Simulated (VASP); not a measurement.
# KI (Fm-3m) in VASP: notebook

Aim: see how the results for KI move with the level of theory and the settings. Levels: HSE06, PBE-based screened hybrid with 75 % exact exchange, PBE-based global hybrid with 50 % exact exchange, PBE0. Tasks: single point.

Everything below comes from runs of VASP 6.6.1. Logs are shortened: lines on timing, memory, paths and dates and some standing lists are left out, and cuts for length are marked.

**1. The cell of the first run**

Symmetry: Fm-3m, No. 225, cubic system. Conventional cell: a = 7.089 Å, b = 7.089 Å, c = 7.089 Å, α = 90.00°, β = 90.00°, γ = 90.00°. K (site symmetry m-3m) has 6 I at 3.54 Å within 4.7 Å. Within 4.7 Å of I (site symmetry m-3m) lie 6 K at 3.54 Å.

**2. Single point, HSE06**

Input file POSCAR:

```
KI
1.0
    0.0000000000      3.5442842980      3.5442842980
    3.5442842980      0.0000000000      3.5442842980
    3.5442842980      3.5442842980      0.0000000000
K I
1 1
Direct
    0.0000000000      0.0000000000      0.0000000000
    0.5000000000      0.5000000000      0.5000000000
```

Input file INCAR.step1:

```
ALGO = Normal
EDIFF = 1E-5
ENCUT = 520
GGA = PE
ISIF = 2
ISMEAR = 0
LASPH = T
LREAL = F
LWAVE = T
NBANDS = 15
NELM = 80
PREC = Accurate
SIGMA = 0.01
```

Input file INCAR.step2:

```
ALGO = Normal
EDIFF = 1E-6
ENCUT = 520
GGA = PE
HFSCREEN = 0.2079
ISIF = 2
ISMEAR = 0
ISTART = 1
LASPH = T
LCHARG = T
LELF = T
LHFCALC = T
LREAL = F
LVHAR = T
LWAVE = F
NBANDS = 15
NELM = 80
PREC = Accurate
PRECFOCK = Normal
SIGMA = 0.01
```

Input file KPOINTS:

```
k-points
0
Gamma
  4 4 4
```

Potentials or basis: VASP PAW PBE potentials, release 64 (K_sv, I).

Started as:

```console
cat potpaw_PBE.64/K_sv/POTCAR potpaw_PBE.64/I/POTCAR > POTCAR
cp INCAR.step1 INCAR
mpirun -np 1 vasp_std > vasp.out
cp INCAR.step2 INCAR
mpirun -np 1 vasp_std > vasp.out
```

OUTCAR:

```text
EDIFF = 1E-6
   ENCUT = 520
   GGA = PE
   HFSCREEN = 0.2079
   ISIF = 2
   ISMEAR = 0
   ISTART = 1
   LASPH = T
   LHFCALC = T
   LREAL = F
   NELM = 80
   PREC = Accurate
   PRECFOCK = Normal

 ion  position               nearest neighbor table
   1  0.000  0.000  0.000-   2 3.54   2 3.54   2 3.54   2 3.54   2 3.54   2 3.54
   2  0.500  0.500  0.500-   1 3.54   1 3.54   1 3.54   1 3.54   1 3.54   1 3.54

  LATTYP: Found a face centered cubic cell.
 ALAT       =     7.0885685960

  Lattice vectors:

 A1 = (   0.0000000000,   3.5442842980,   3.5442842980)
 A2 = (   3.5442842980,   0.0000000000,   3.5442842980)
 A3 = (   3.5442842980,   3.5442842980,   0.0000000000)

Analysis of symmetry for initial positions (statically):
=====================================================================
 Subroutine PRICEL returns:
 Original cell was already a primitive cell.

 Routine SETGRP: Setting up the symmetry group for a
 face centered cubic supercell.

 Subroutine GETGRP returns: Found 48 space group operations
 (whereof 48 operations were pure point group operations)
 out of a pool of 48 trial point group operations.

The static configuration has the point symmetry O_h .

Analysis of symmetry for dynamics (positions and initial velocities):
=====================================================================
 Subroutine PRICEL returns:
 Original cell was already a primitive cell.

 Routine SETGRP: Setting up the symmetry group for a
 face centered cubic supercell.

 Subroutine GETGRP returns: Found 48 space group operations
 (whereof 48 operations were pure point group operations)
 out of a pool of 48 trial point group operations.

The dynamic configuration has the point symmetry O_h .

 Subroutine INISYM returns: Found 48 space group operations
 (whereof 48 operations are pure point group operations),
 and found     1 'primitive' translations

----------------------------------------------------------------------------------------

                                     Primitive cell

  volume of cell :      89.0463

  direct lattice vectors                    reciprocal lattice vectors
     0.000000000  3.544284298  3.544284298    -0.141072205  0.141072205  0.141072205
     3.544284298  0.000000000  3.544284298     0.141072205 -0.141072205  0.141072205
     3.544284298  3.544284298  0.000000000     0.141072205  0.141072205 -0.141072205

  length of vectors
     5.012374923  5.012374923  5.012374923     0.244344226  0.244344226  0.244344226

  position of ions in fractional coordinates (direct lattice)
     0.000000000  0.000000000  0.000000000
     0.500000000  0.500000000  0.500000000

  ion indices of the primitive-cell ions
   primitive index   ion index
                 1           1
                 2           2

----------------------------------------------------------------------------------------

 KPOINTS: k-points

Automatic generation of k-mesh.
 Grid dimensions read from file:
 generate k-points for:    4    4    4

 Generating k-lattice:

  Cartesian coordinates                     Fractional coordinates (reciprocal lattice)
    -0.035268051  0.035268051  0.035268051     0.250000000  0.000000000  0.000000000
     0.035268051 -0.035268051  0.035268051     0.000000000  0.250000000  0.000000000
     0.035268051  0.035268051 -0.035268051     0.000000000  0.000000000  0.250000000

  Length of vectors
     0.061086057  0.061086057  0.061086057

  Shift w.r.t. Gamma in fractional coordinates (k-lattice)
     0.000000000  0.000000000  0.000000000

 Subroutine IBZKPT returns following result:
 ===========================================

 Found      8 irreducible k-points:

 Following reciprocal coordinates:
            Coordinates               Weight
  0.000000  0.000000  0.000000      1.000000
  0.250000  0.000000  0.000000      8.000000
  0.500000  0.000000  0.000000      4.000000
  0.250000  0.250000  0.000000      6.000000
  0.500000  0.250000  0.000000     24.000000
 -0.250000  0.250000  0.000000     12.000000
  0.500000  0.500000  0.000000      3.000000
 -0.250000  0.500000  0.250000      6.000000
   k-points           NKPTS =      8   k-points in BZ     NKDIM =     64   number of bands    NBANDS=     15
   number of dos      NEDOS =    301   number of ions     NIONS =      2
   total plane-waves  NPLWV =  64000
   dimension x,y,z NGX =    40 NGY =   40 NGZ =   40
   dimension x,y,z NGXF=    80 NGYF=   80 NGZF=   80
   ions per type =               1   1
   NGX,Y,Z   is equivalent  to a cutoff of  13.27, 13.27, 13.27 a.u.
   NGXF,Y,Z  is equivalent  to a cutoff of  26.53, 26.53, 26.53 a.u.
 SYSTEM =  unknown system
   PREC   = accura    normal or accurate (medium, high low for compatibility)
   ISTART =      1    job   : 0-new  1-cont  2-samecut
   ICHARG =      0    charge: 1-file 2-atom 10-const
   ISPIN  =      1    spin polarized calculation?
   LNONCOLLINEAR =      F non collinear calculations
   LSORBIT =      F    spin-orbit coupling
   LASPH  =      T    aspherical Exc in radial PAW
   ENCUT  =  520.0 eV  38.22 Ry    6.18 a.u.   9.32  9.32  9.32*2*pi/ulx,y,z
   NELM   =     80;   NELMIN=  2; NELMDL=  0     # of ELM steps
   EDIFF  = 0.1E-05   stopping-criterion for ELM
   LREAL  =      F    real-space projection
   EDIFFG = 0.1E-04   stopping-criterion for IOM
   NSW    =      0    number of steps for IOM
   IBRION =     -1    ionic relax: 0-MD 1-quasi-New 2-CG
   NFREE  =      0    steps in history (QN), initial steepest desc. (CG)
   ISIF   =      2    stress and relaxation
   ISYM   =      3    0-nonsym 1-usesym 2-fastsym
   POTIM  = 0.5000    time-step for ionic-motion
   TEBEG  =    0.0;   TEEND  =   0.0 temperature during run
   PSTRESS=    0.0 pullay stress
   NELECT =      16.0000    total number of electrons
   NUPDOWN=      -1.0000    fix difference up-down
   EMIN   =  10.00;   EMAX   =-10.00  energy-range for DOS
   EFERMI =   0.00;   METHOD = LEGACY
   ISMEAR =     0;   SIGMA  =   0.01  broadening in eV -4-tet -1-fermi 0-gaus
   EFERMI_NEDOS =   21; number of points for ismear=-14 and -15
   IALGO  =     38    algorithm
   IMIX   =      1    mixing-type and parameters
     AMIX     =   0.40;   BMIX     =  1.00
     AMIX_MAG =   1.60;   BMIX_MAG =  1.00
  volume/ion in A,a.u.               =      44.52       300.46
  Fermi-wavevector in a.u.,A,eV,Ry     =   0.923796  1.745722 11.611210  0.853400
  Thomas-Fermi vector in A             =   2.049472
   LORBIT       =      0    0 simple, 1 ext, 2 COOP (PROOUT), +10 PAW based schemes
   GGA     = PE    functional components
   LHFCALC =     T    Hartree Fock is set to
   PRECFOCK=normal    Normal, Fast or Accurate (Low or Medium for compatibility)
   ENCUT4O =  -1.0   cutoff for four orbital integrals eV
   NKREDX  =     1    reduce k-point grid by
   NKREDY  =     1    reduce k-point grid by
   NKREDZ  =     1    reduce k-point grid by
   AEXX    =    0.2500 exact exchange contribution
   HFSCREEN=    0.2079 screening length (either q_TF or 0.3 A-1)
   HFSCREENC=   0.2079 screening length for correlation (either q_TF or 0.3 A-1)
   ENCUTFOCK=  -1.0 apply spherical cutoff to Coloumb kernel
   IVDW    =     0    specifies the selected vdW correction
   LEPSILON=     F    determine dielectric tensor
   LRPA    =     F    only Hartree local field effects (RPA)
 non-spin polarized calculation
 Gauss-broadening in eV      SIGMA  =   0.01
  energy-cutoff  :      520.00
  volume of cell :       89.05
 maximum number of plane-waves:      2421
 NGX is ok and might be reduce to    40
  NGX = 28; NGY = 28; NGZ = 28

 number of electron      15.9999999 magnetization

 Free energy of the ion-electron system (eV)
  ---------------------------------------------------
  ext. energy  EPLUGINS =         0.00000000
  ---------------------------------------------------
  free energy    TOTEN  =        -6.40232466 eV

  energy without entropy =       -6.40232466  energy(sigma->0) =       -6.40232466

 E-fermi :  -1.0616     XC(G=0):  -6.0126

 val. band max:       -1.1942918120   @ k =   0.0000   0.0000   0.0000
 cond. band min:       3.7355625748   @ k =   0.0000   0.0000   0.0000
 fundamental gap:      4.9298543868
 Fermi energy:        -1.0615751669

 k-point     1 :       0.0000    0.0000    0.0000
  band No.  band energies     occupation
      1     -32.0394      2.00000
      2     -14.1713      2.00000
      3     -14.1713      2.00000
      4     -14.1713      2.00000
      5     -12.5701      2.00000
      6      -1.1943      2.00000
      7      -1.1943      2.00000
      8      -1.1943      2.00000
      9       3.7356      0.00000
     10       6.4517      0.00000
     11       6.4517      0.00000
     12       6.4517      0.00000
     13       7.2817      0.00000
     14       7.2817      0.00000
     15       9.5946      0.00000

 k-point     2 :       0.2500    0.0000    0.0000
  band No.  band energies     occupation
      1     -32.0384      2.00000
      2     -14.2529      2.00000
      3     -14.1718      2.00000
      4     -14.1718      2.00000
      5     -12.4153      2.00000
      6      -1.9661      2.00000
      7      -1.3710      2.00000
      8      -1.3710      2.00000
      9       4.8412      0.00000
     10       6.4646      0.00000
     11       7.0849      0.00000
     12       7.0849      0.00000
     13       7.9825      0.00000
     14       7.9825      0.00000
     15      10.4340      0.00000

 k-point     3 :       0.5000    0.0000    0.0000
  band No.  band energies     occupation
      1     -32.0374      2.00000
      2     -14.3237      2.00000
      3     -14.1724      2.00000
      4     -14.1724      2.00000
      5     -12.2682      2.00000
      6      -2.5608      2.00000
      7      -1.5336      2.00000
      8      -1.5336      2.00000
      9       5.2862      0.00000
     10       7.6860      0.00000
     11       8.0255      0.00000
     12       8.0255      0.00000
     13       8.9149      0.00000
     14       8.9149      0.00000
     15       9.4110      0.00000

 k-point     4 :       0.2500    0.2500    0.0000
  band No.  band energies     occupation
      1     -32.0380      2.00000
      2     -14.2300      2.00000
      3     -14.1803      2.00000
      4     -14.1803      2.00000
      5     -12.4250      2.00000
      6      -1.9923      2.00000
      7      -1.4093      2.00000
      8      -1.4093      2.00000
      9       5.1128      0.00000
     10       5.3863      0.00000
     11       7.7080      0.00000
     12       7.9179      0.00000
     13       7.9179      0.00000
     14       8.0198      0.00000
     15      10.4979      0.00000

 k-point     5 :       0.5000    0.2500    0.0000
  band No.  band energies     occupation
      1     -32.0370      2.00000
      2     -14.2639      2.00000
      3     -14.1894      2.00000
      4     -14.1810      2.00000
      5     -12.3358      2.00000
      6      -2.2650      2.00000
      7      -1.7553      2.00000
      8      -1.5591      2.00000
      9       5.4959      0.00000
     10       6.5898      0.00000
     11       7.2134      0.00000
     12       8.3084      0.00000
     13       8.8719      0.00000
     14       9.3309      0.00000
     15      10.0730      0.00000

 k-point     6 :      -0.2500    0.2500    0.0000
  band No.  band energies     occupation
      1     -32.0374      2.00000
      2     -14.2765      2.00000
      3     -14.1914      2.00000
      4     -14.1725      2.00000
      5     -12.3256      2.00000
      6      -2.2497      2.00000
      7      -1.7142      2.00000
      8      -1.5246      2.00000
      9       5.9800      0.00000
     10       6.3907      0.00000
     11       7.1319      0.00000
     12       7.7596      0.00000
     13       8.7585      0.00000
     14       8.8746      0.00000
     15      10.0107      0.00000

 k-point     7 :       0.5000    0.5000    0.0000
  band No.  band energies     occupation
      1     -32.0367      2.00000
      2     -14.2165      2.00000
      3     -14.1896      2.00000
      4     -14.1896      2.00000
      5     -12.4075      2.00000
      6      -2.2470      2.00000
      7      -1.5834      2.00000
      8      -1.5834      2.00000
      9       4.7595      0.00000
     10       5.6190      0.00000
     11       8.2693      0.00000
     12       8.6675      0.00000
     13       8.9430      0.00000
     14       9.9553      0.00000
     15       9.9553      0.00000

 k-point     8 :      -0.2500    0.5000    0.2500
  band No.  band energies     occupation
      1     -32.0367      2.00000
      2     -14.2229      2.00000
      3     -14.2029      2.00000
      4     -14.2029      2.00000
      5     -12.3457      2.00000
      6      -1.9570      2.00000
      7      -1.9570      2.00000
      8      -1.8086      2.00000
      9       6.3396      0.00000
     10       6.3396      0.00000
     11       6.5392      0.00000
     12       8.2034      0.00000
     13       8.9279      0.00000
     14      10.0038      0.00000
     15      10.3736      0.00000

------------------------ aborting loop because EDIFF is reached ----------------------------------------

  FORCE on cell =-STRESS in cart. coord.  units (eV):
  Direction    XX          YY          ZZ          XY          YZ          ZX
  --------------------------------------------------------------------------------------
  -------------------------------------------------------------------------------------
  Total        0.1588891      0.1588891      0.1588891     -0.0000000     -0.0000000      0.0000000
  in kB        2.8588343      2.8588343      2.8588343     -0.0000000     -0.0000000      0.0000000
  external PRESSURE =       2.8588343 kB  Pullay stress =       0.0000000 kB

 VOLUME and BASIS-vectors are now :
 -----------------------------------------------------------------------------
  energy-cutoff  :      520.00
  volume of cell :       89.05
      direct lattice vectors                 reciprocal lattice vectors
     0.000000000  3.544284298  3.544284298    -0.141072205  0.141072205  0.141072205
     3.544284298  0.000000000  3.544284298     0.141072205 -0.141072205  0.141072205
     3.544284298  3.544284298  0.000000000     0.141072205  0.141072205 -0.141072205

 POSITION                                       TOTAL-FORCE (eV/Angst)
 -----------------------------------------------------------------------------------
      0.00000      0.00000      0.00000        -0.000000     -0.000000      0.000000
      3.54428      3.54428      3.54428         0.000000      0.000000     -0.000000
 -----------------------------------------------------------------------------------
    total drift:                               -0.000000     -0.000000     -0.000000

  FREE ENERGIE OF THE ION-ELECTRON SYSTEM (eV)
  ---------------------------------------------------
  free  energy   TOTEN  =        -6.4023246633 eV

  energy  without entropy=       -6.4023246633  energy(sigma->0) =       -6.40232466
```

Run time: 8.8 min. Hardware: 1 thread of Intel Xeon Platinum 8559C (Emerald Rapids), shared host; peak memory 0.35 GiB.

What came out:

```
Free energy            : -6.4023 eV
Pressure               : 0.3 GPa
Band gap on the k mesh : 4.93 eV
```

Levels at points of the mesh, in eV from the valence-band top:
| k point | band 5 | band 6 | band 7 | band 8 | band 9 | band 10 | band 11 | band 12 |
| --- | --- | --- | --- | --- | --- | --- | --- | --- |
| (0.00, 0.00, 0.00) | -11.38 | 0.00 | 0.00 | 0.00 | 4.93 | 7.65 | 7.65 | 7.65 |
| (0.50, 0.00, 0.00) | -11.07 | -1.37 | -0.34 | -0.34 | 6.48 | 8.88 | 9.22 | 9.22 |
| (0.50, 0.50, 0.00) | -11.21 | -1.05 | -0.39 | -0.39 | 5.95 | 6.81 | 9.46 | 9.86 |

Caveat: the PAW data sets were made with another functional, which shifts forces and pressure a little; spin-orbit coupling is left out, which moves the levels of the heavy elements.

(Continued in part 2 of 3.)
